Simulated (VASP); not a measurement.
A run of VASP 6.6.1 is set up as follows.

File INCAR:

```
SYSTEM = BN
ALGO = Normal
EDIFF = 1E-6
ENCUT = 520
GGA = PE
ISIF = 2
ISMEAR = -1
LASPH = .True.
LCHARG = .False.
LREAL = .False.
LWAVE = .False.
NBANDS = 11
NELM = 80
PREC = Accurate
SIGMA = 0.05
```

The input KPOINTS:

```
k-points
0
Gamma
  15 15 15
  0 0 0
```

The input POSCAR:

```
BN
1.0
    0.0000000000      1.8123765344      1.8123765344
    1.8123765344      0.0000000000      1.8123765344
    1.8123765344      1.8123765344      0.0000000000
B N
1 1
Direct
    0.0000000000      0.0000000000      0.0000000000
    0.2500000000      0.2500000000      0.2500000000
```

Potentials or basis: VASP PAW PBE potentials, release 64 (B, N).

Launch:

```console
$ cat potpaw_PBE.64/B/POTCAR potpaw_PBE.64/N/POTCAR > POTCAR
$ mpirun -np 1 vasp_std > vasp.out
```

Problem. Estimate the band gap on the k mesh.

Solution. 4.51 eV, indirect (least direct gap 8.78 eV).

Problem. Estimate the pressure.

Solution. 0.2 GPa.

A k mesh can miss the band edges.
